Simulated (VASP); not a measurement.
# ZnO (P6_3mc) in VASP: single point with LDA

Aim: the single point of ZnO with LDA.

All numbers are computed with VASP 6.6.1; they aren't measurements. Logs are shortened: lines on timing, memory, paths and dates and some standing lists are left out, and cuts for length are marked.

### 1 The cell of the first run

It takes space group P6_3mc (No. 186, hexagonal). Conventional cell: a = 3.249 Å, b = 3.249 Å, c = 5.204 Å, α = 90.00°, β = 90.00°, γ = 120.00°. Within 2.6 Å of Zn (site symmetry 3m) lie 4 O at 1.98 Å. O (site symmetry 3m) has 4 Zn at 1.98 Å within 2.6 Å.

### 2 Single point, LDA

INCAR

```
SYSTEM = ZnO
PREC = Accurate ; ENCUT = 520
EDIFF = 1E-6 ; ISMEAR = 0
SIGMA = 0.01 ; LREAL = .FALSE.
LASPH = .TRUE. ; NELM = 100
ALGO = Normal ; ISIF = 2
LWAVE = .FALSE. ; LCHARG = .TRUE.
LELF = .TRUE. ; LVHAR = .TRUE.
NBANDS = 26 ; NELECT = 36.0017
```

KPOINTS

```
regular mesh
0
G
  20 20 12
  0 0 0
```

POSCAR

```
ZnO
1.0
    3.2494000000      0.0000000000      0.0000000000
   -1.6247000000      2.8140629471      0.0000000000
    0.0000000000      0.0000000000      5.2038000000
Zn O
2 2
Direct
    0.3333333333      0.6666666667      0.0004774139
    0.6666666667      0.3333333333      0.5004774139
    0.3333333333      0.6666666667      0.3816225861
    0.6666666667      0.3333333333      0.8816225861
```

Potentials or basis: VASP PAW LDA potentials, release 64 (Zn, O).

Started as:

```bash
> cat potpaw_LDA.64/Zn/POTCAR potpaw_LDA.64/O/POTCAR > POTCAR
> mpirun -np 1 vasp_std > vasp.out
```

OUTCAR:

```text
SYSTEM = ZnO
   PREC = Accurate
   ENCUT = 520
   EDIFF = 1E-6
   ISMEAR = 0
   LREAL = .FALSE.
   LASPH = .TRUE.
   NELM = 100
   ISIF = 2
   NELECT = 36.0017

 ion  position               nearest neighbor table
   1  0.333  0.667  0.000-   4 1.98   4 1.98   4 1.98   3 1.98
   2  0.667  0.333  0.500-   3 1.98   3 1.98   3 1.98   4 1.98
   3  0.333  0.667  0.382-   2 1.98   2 1.98   2 1.98   1 1.98
   4  0.667  0.333  0.882-   1 1.98   1 1.98   1 1.98   2 1.98

  LATTYP: Found a hexagonal cell.
 ALAT       =     3.2494000000
 C/A-ratio  =     1.6014648858

  Lattice vectors:

 A1 = (   3.2494000000,   0.0000000000,   0.0000000000)
 A2 = (  -1.6247000000,   2.8140629471,   0.0000000000)
 A3 = (   0.0000000000,   0.0000000000,   5.2038000000)

Analysis of symmetry for initial positions (statically):
=====================================================================
 Subroutine PRICEL returns:
 Original cell was already a primitive cell.

 Routine SETGRP: Setting up the symmetry group for a
 hexagonal supercell.

 Subroutine GETGRP returns: Found 12 space group operations
 (whereof  6 operations were pure point group operations)
 out of a pool of 24 trial point group operations.

The static configuration has the point symmetry C_3v.
 The point group associated with its full space group is C_6v.

Analysis of symmetry for dynamics (positions and initial velocities):
=====================================================================
 Subroutine PRICEL returns:
 Original cell was already a primitive cell.

 Routine SETGRP: Setting up the symmetry group for a
 hexagonal supercell.

 Subroutine GETGRP returns: Found 12 space group operations
 (whereof  6 operations were pure point group operations)
 out of a pool of 24 trial point group operations.

The dynamic configuration has the point symmetry C_3v.
 The point group associated with its full space group is C_6v.

 Subroutine INISYM returns: Found 12 space group operations
 (whereof  6 operations are pure point group operations),
 and found     1 'primitive' translations

----------------------------------------------------------------------------------------

                                     Primitive cell

  volume of cell :      47.5836

  direct lattice vectors                    reciprocal lattice vectors
     3.249400000  0.000000000  0.000000000     0.307749123  0.177679039  0.000000000
    -1.624700000  2.814062947  0.000000000     0.000000000  0.355358078  0.000000000
     0.000000000  0.000000000  5.203800000     0.000000000  0.000000000  0.192167262

  length of vectors
     3.249400000  3.249400000  5.203800000     0.355358078  0.355358078  0.192167262

  position of ions in fractional coordinates (direct lattice)
     0.333333333  0.666666667  0.000477414
     0.666666667  0.333333333  0.500477414
     0.333333333  0.666666667  0.381622586
     0.666666667  0.333333333  0.881622586

  ion indices of the primitive-cell ions
   primitive index   ion index
                 1           1
                 2           2
                 3           3
                 4           4

----------------------------------------------------------------------------------------

 KPOINTS: regular mesh

Automatic generation of k-mesh.
 Grid dimensions read from file:
 generate k-points for:   20   20   12

 Generating k-lattice:

  Cartesian coordinates                     Fractional coordinates (reciprocal lattice)
     0.015387456  0.008883952  0.000000000     0.050000000 -0.000000000  0.000000000
     0.000000000  0.017767904  0.000000000     0.000000000  0.050000000  0.000000000
     0.000000000  0.000000000  0.016013939     0.000000000  0.000000000  0.083333333

  Length of vectors
     0.017767904  0.017767904  0.016013939

  Shift w.r.t. Gamma in fractional coordinates (k-lattice)
     0.000000000  0.000000000  0.000000000

 Subroutine IBZKPT returns following result:
 ===========================================

 Found    308 irreducible k-points:

 Following reciprocal coordinates:
            Coordinates               Weight
  0.000000  0.000000  0.000000      1.000000
  0.050000  0.000000  0.000000      6.000000
  0.100000  0.000000  0.000000      6.000000
  0.150000 -0.000000  0.000000      6.000000
  0.200000  0.000000  0.000000      6.000000
  0.250000  0.000000  0.000000      6.000000
[... 16 lines left out ...]
  0.200000  0.100000  0.000000     12.000000
  0.250000  0.100000  0.000000     12.000000
 [... further k-points ...]
   k-points           NKPTS =    308   k-points in BZ     NKDIM =    308   number of bands    NBANDS=     26
   number of dos      NEDOS =    301   number of ions     NIONS =      4
   total plane-waves  NPLWV =  23040
   dimension x,y,z NGX =    24 NGY =   24 NGZ =   40
   dimension x,y,z NGXF=    48 NGYF=   48 NGZF=   80
   ions per type =               2   2
   NGX,Y,Z   is equivalent  to a cutoff of  12.28, 12.28, 12.78 a.u.
   NGXF,Y,Z  is equivalent  to a cutoff of  24.56, 24.56, 25.56 a.u.
 SYSTEM =  ZnO
   PREC   = accura    normal or accurate (medium, high low for compatibility)
   ISTART =      0    job   : 0-new  1-cont  2-samecut
   ICHARG =      2    charge: 1-file 2-atom 10-const
   ISPIN  =      1    spin polarized calculation?
   LNONCOLLINEAR =      F non collinear calculations
   LSORBIT =      F    spin-orbit coupling
   LASPH  =      T    aspherical Exc in radial PAW
   ENCUT  =  520.0 eV  38.22 Ry    6.18 a.u.   6.04  6.04  9.68*2*pi/ulx,y,z
   NELM   =    100;   NELMIN=  2; NELMDL= -5     # of ELM steps
   EDIFF  = 0.1E-05   stopping-criterion for ELM
   LREAL  =      F    real-space projection
   EDIFFG = 0.1E-04   stopping-criterion for IOM
   NSW    =      0    number of steps for IOM
   IBRION =     -1    ionic relax: 0-MD 1-quasi-New 2-CG
   NFREE  =      0    steps in history (QN), initial steepest desc. (CG)
   ISIF   =      2    stress and relaxation
   ISYM   =      2    0-nonsym 1-usesym 2-fastsym
   POTIM  = 0.5000    time-step for ionic-motion
   TEBEG  =    0.0;   TEEND  =   0.0 temperature during run
   PSTRESS=    0.0 pullay stress
   NELECT =      36.0017    total number of electrons
   NUPDOWN=      -1.0000    fix difference up-down
   EMIN   =  10.00;   EMAX   =-10.00  energy-range for DOS
   EFERMI =   0.00;   METHOD = LEGACY
   ISMEAR =     0;   SIGMA  =   0.01  broadening in eV -4-tet -1-fermi 0-gaus
   EFERMI_NEDOS =   21; number of points for ismear=-14 and -15
   IALGO  =     38    algorithm
   IMIX   =      4    mixing-type and parameters
     AMIX     =   0.40;   BMIX     =  1.00
     AMIX_MAG =   1.60;   BMIX_MAG =  1.00
  volume/ion in A,a.u.               =      11.90        80.28
  Fermi-wavevector in a.u.,A,eV,Ry     =   1.491752  2.819003 30.277373  2.225324
  Thomas-Fermi vector in A             =   2.604367
   LORBIT       =      0    0 simple, 1 ext, 2 COOP (PROOUT), +10 PAW based schemes
   GGA     = CA    functional components
   LHFCALC =     F    Hartree Fock is set to
   AEXX    =    0.0000 exact exchange contribution
   IVDW    =     0    specifies the selected vdW correction
   LEPSILON=     F    determine dielectric tensor
   LRPA    =     F    only Hartree local field effects (RPA)
 non-spin polarized calculation
 Gauss-broadening in eV      SIGMA  =   0.01
  energy-cutoff  :      520.00
  volume of cell :       47.58
 maximum number of plane-waves:      1307
   NGX = 13   NGY = 13   NGZ = 19

 number of electron      36.0017018 magnetization

 Free energy of the ion-electron system (eV)
  ---------------------------------------------------
  ext. energy  EPLUGINS =         0.00000000
  ---------------------------------------------------
  free energy    TOTEN  =       -21.11984867 eV

  energy without entropy =      -21.11984403  energy(sigma->0) =      -21.11984635

 E-fermi :   1.8818     XC(G=0): -11.4658

 val. band max:        1.8457094441   @ k =   0.0000   0.0000   0.0833
 cond. band min:       1.8882260688   @ k =   0.0500   0.0000   0.0000
 fundamental gap:      0.0425166247
 Fermi energy:         1.8817534624

 k-point     1 :       0.0000    0.0000    0.0000
  band No.  band energies     occupation
      1     -16.9238      2.00000
      2     -16.1477      2.00000
      3      -4.8989      2.00000
      4      -4.8989      2.00000
      5      -4.8279      2.00000
      6      -4.8059      2.00000
[... 18 lines left out ...]
     25      14.7929      0.00000
     26      14.7929      0.00000

 k-point     2 :       0.0500    0.0000    0.0000
  band No.  band energies     occupation
      1     -16.9089      2.00000
      2     -16.1411      2.00000
      3      -4.9163      2.00000
      4      -4.8904      2.00000
      5      -4.8176      2.00000
      6      -4.7873      2.00000
[... 18 lines left out ...]
     25      14.8221      0.00000
     26      14.8319      0.00000

 k-point     3 :       0.1000    0.0000    0.0000
  band No.  band energies     occupation
      1     -16.8659      2.00000
      2     -16.1223      2.00000
      3      -4.9627      2.00000
      4      -4.8662      2.00000
      5      -4.7948      2.00000
      6      -4.7447      2.00000
[... 18 lines left out ...]
     25      14.9104      0.00000
     26      14.9239      0.00000

 k-point     4 :       0.1500   -0.0000    0.0000
  band No.  band energies     occupation
      1     -16.7971      2.00000
      2     -16.0935      2.00000
      3      -5.0270      2.00000
      4      -4.8294      2.00000
      5      -4.7787      2.00000
      6      -4.7221      2.00000
[... 18 lines left out ...]
     25      14.8626      0.00000
     26      14.9993      0.00000
[... 496 lines left out ...]
      1     -16.6710      2.00000
      2     -16.0453      2.00000
      3      -5.0828      2.00000
      4      -4.8507      2.00000
      5      -4.7313      2.00000
      6      -4.6866      2.00000
[... 18 lines left out ...]
     25      13.9894      0.00000
     26      15.6289      0.00000

 k-point    23 :       0.2000    0.1000    0.0000
  band No.  band energies     occupation
      1     -16.5704      2.00000
      2     -16.0121      2.00000
      3      -5.1241      2.00000
      4      -4.8452      2.00000
      5      -4.7192      2.00000
      6      -4.6185      2.00000
[... 18 lines left out ...]
     25      13.8054      0.00000
     26      15.4117      0.00000

 k-point    24 :       0.2500    0.1000    0.0000
  band No.  band energies     occupation
      1     -16.4636      2.00000
      2     -15.9829      2.00000
      3      -5.1476      2.00000
      4      -4.8418      2.00000
      5      -4.7006      2.00000
      6      -4.5401      2.00000
[... 18 lines left out ...]
     25      13.6342      0.00000
     26      15.1811      0.00000

 [... further k-points ...]
[... 5 lines left out ...]
  --------------------------------------------------------------------------------------
  -------------------------------------------------------------------------------------
  Total       -1.8748899     -1.8748899     -1.5785094      0.0000000      0.0000000      0.0000000
  in kB      -63.1289808    -63.1289808    -53.1496199      0.0000000      0.0000000      0.0000000
  external PRESSURE =     -59.8025272 kB  Pullay stress =       0.0000000 kB

 VOLUME and BASIS-vectors are now :
 -----------------------------------------------------------------------------
  energy-cutoff  :      520.00
  volume of cell :       47.58
      direct lattice vectors                 reciprocal lattice vectors
     3.249400000  0.000000000  0.000000000     0.307749123  0.177679039  0.000000000
    -1.624700000  2.814062947  0.000000000     0.000000000  0.355358078  0.000000000
     0.000000000  0.000000000  5.203800000     0.000000000  0.000000000  0.192167262

 POSITION                                       TOTAL-FORCE (eV/Angst)
 -----------------------------------------------------------------------------------
     -0.00000      1.87604      0.00248        -0.000000      0.000000      0.011674
      1.62470      0.93802      2.60438         0.000000     -0.000000      0.011674
     -0.00000      1.87604      1.98589        -0.000000     -0.000000     -0.011674
      1.62470      0.93802      4.58779         0.000000      0.000000     -0.011674
 -----------------------------------------------------------------------------------
    total drift:                               -0.000001     -0.000001      0.000935

  FREE ENERGIE OF THE ION-ELECTRON SYSTEM (eV)
  ---------------------------------------------------
  free  energy   TOTEN  =       -21.1198486727 eV

  energy  without entropy=      -21.1198440341  energy(sigma->0) =      -21.11984635
```

Wall time 4.3 min (1 thread of Intel Xeon Platinum 8375C at 2.90GHz (Ice Lake), shared host); peak memory 0.39 GiB.

What came out:

```
Free energy   : -21.1198 eV
Largest force : 0.012 eV/Å
```

Forces in eV/Å, atoms in the order of the input:
```
Zn   0.000  0.000  0.012
Zn   0.000  0.000  0.012
O    0.000  0.000 -0.012
O    0.000  0.000 -0.012
```

Caveat: the cell carries a net charge on a neutralising background, which shifts energy and pressure; the cell is charged against a uniform background, so pressure and absolute levels hang on convention.
